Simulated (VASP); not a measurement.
A run of VASP 6.6.1 is set up as follows.

File INCAR:

```
  PREC = Accurate
  ENCUT = 520
  EDIFF = 1E-7
  ISMEAR = -1
  SIGMA = 0.15
  LREAL = False
  LASPH = True
  NELM = 60
  ALGO = Normal
  ISIF = 2
  LWAVE = False
  LCHARG = False
  NBANDS = 14
```

The input KPOINTS:

```
regular mesh
0
Gamma
  16 16 14
```

POSCAR

```
AlNi
1.0
    2.0028655982     -2.0028644324      0.0000000000
    2.0028655982      2.0028644324      0.0000000000
    0.0000000000      0.0000000000      2.8351334304
Al Ni
1 1
Direct
    0.0000000000      0.0000000000      0.0000000000
    0.5000000000      0.5000000000      0.5000000000
```

Potentials or basis: VASP PAW LDA potentials, release 64 (Al, Ni).

Run with:

```bash
$ cat potpaw_LDA.64/Al/POTCAR potpaw_LDA.64/Ni/POTCAR > POTCAR
$ mpirun -np 1 vasp_std > vasp.out
```

**Question.** What does it give for the pressure?

**Answer.** 0.3 GPa.

Spin polarisation is off, so any magnetic state and its effect on volume and gap are missing.
